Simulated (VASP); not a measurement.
Set up this calculation in VASP 6.6.1, as the native input.

| Property | Result |
| --- | --- |
| Task | single point |
| Functional | PBE |
| Potentials or basis | VASP PAW PBE potentials, release 64 (Na_pv) |
| Cutoff | 520 eV |
| k mesh | 14 × 14 × 14 |
| Occupations | fermi-dirac, width 0.08 eV |
| Spin | no spin polarisation |
| Dipole correction | no |
| Further INCAR settings | ALGO = Normal; EDIFF = 1e-06; NBANDS = 10 |

The structure of Na lies in POSCAR:

```
Na
1.0
   -1.9373182120      1.9373182120      1.9373182120
    1.9373182120     -1.9373182120      1.9373182120
    1.9373182120      1.9373182120     -1.9373182120
Na
1
Direct
    0.0000000000      0.0000000000      0.0000000000
```

The input as run:

INCAR

```
PREC = Accurate ; ENCUT = 520
EDIFF = 1E-6 ; ISMEAR = -1
SIGMA = 0.08 ; LREAL = F
LASPH = T ; NELM = 60
ALGO = Normal ; ISIF = 2
LWAVE = F ; LCHARG = F
GGA = PE ; NBANDS = 10
```

KPOINTS

```
regular mesh
0
Gamma
  14 14 14
```

Potentials or basis: VASP PAW PBE potentials, release 64 (Na_pv).

Run with:

```bash
$ cat potpaw_PBE.64/Na_pv/POTCAR > POTCAR
$ mpirun -np 1 vasp_std > vasp.out
```

It gave:

* Pressure: 2.9 GPa
* Band gap on the k mesh: zero (an odd number of electrons rules out a gap without spin polarisation)

Wall time 11 s on 1 thread of AMD EPYC 9R45 96-Core Processor (Zen 5), on a shared host, peak memory 0.13 GiB.
